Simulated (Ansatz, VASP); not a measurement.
Two plane-wave programs on BeTe

File INCAR:

```
PREC = Accurate
ENCUT = 600
EDIFF = 1E-6
ISMEAR = 0
SIGMA = 0.02
LREAL = False
LASPH = True
NELM = 120
ALGO = Normal
ISIF = 2
LWAVE = False
LCHARG = False
GGA = PE
NBANDS = 11
GGA_COMPAT = False
```

The input KPOINTS:

```
Automatic mesh
0
Gamma
  8 8 8
```

File POSCAR:

```
BeTe
1.0
    0.0000000000      2.8321709472      2.8321709472
    2.8321709472      0.0000000000      2.8321709472
    2.8321709472      2.8321709472      0.0000000000
Be Te
1 1
Direct
    0.0000000000      0.0000000000      0.0000000000
    0.2500000000      0.2500000000      0.2500000000
```

Input for Ansatz:

```yaml
crystal:
  lattice:
    - [0.0, 2.8321709472, 2.8321709472]
    - [2.8321709472, 0.0, 2.8321709472]
    - [2.8321709472, 2.8321709472, 0.0]
  atoms:
    - { symbol: Be, position: [0.0, 0.0, 0.0] }
    - { symbol: Te, position: [0.25, 0.25, 0.25] }
basis:
  ecutwfc: 420
kpoints:
  mp_grid: { grid: [8, 8, 8] }
  band_path:
    path:
      - [[0.0, 0.0, 0.0], [-0.5, -0.5, 0.0], [-0.375, -0.375, 0.25]]
      - [[-0.375, 0.0, 0.375], [0.0, 0.0, 0.0], [0.0, 0.0, 0.5], [-0.5, -0.25, 0.25], [-0.5, -0.5, 0.0]]
    npoints: 10
hamiltonian:
  xc: pbe
  pseudopotentials: { kind: paw }
scf:
  occupations: { method: gaussian, width: 0.02 }
  n_extra_bands: 7
output:
  forces: true
  stress: true
  eigenvalues: true
```

Alike in both runs: task single point; functional PBE; k mesh 8 × 8 × 8; occupations gaussian, width 0.02 eV; no spin polarisation.

```csv
,VASP,Ansatz
version,VASP 6.6.1,Ansatz 0.2.0
potentials or method,"VASP PAW PBE potentials, release 64 (Be, Te), cutoff 600 eV","scalar-relativistic, plane waves, PAW"
valence electrons in the cell,8,18
```

```csv
,VASP,Ansatz,Ansatz less VASP
gap on the k mesh at the Fermi level (eV),2.02,2.03,+0.014
least direct gap on the mesh (eV),3.62,3.64,+0.018
pressure (GPa),0.1,0.0,-0.13
```

VASP's potentials hold 8 valence electrons a cell and Ansatz's 18, so a difference there can come from the potentials and not from the codes.

Neither program's run includes spin-orbit coupling.
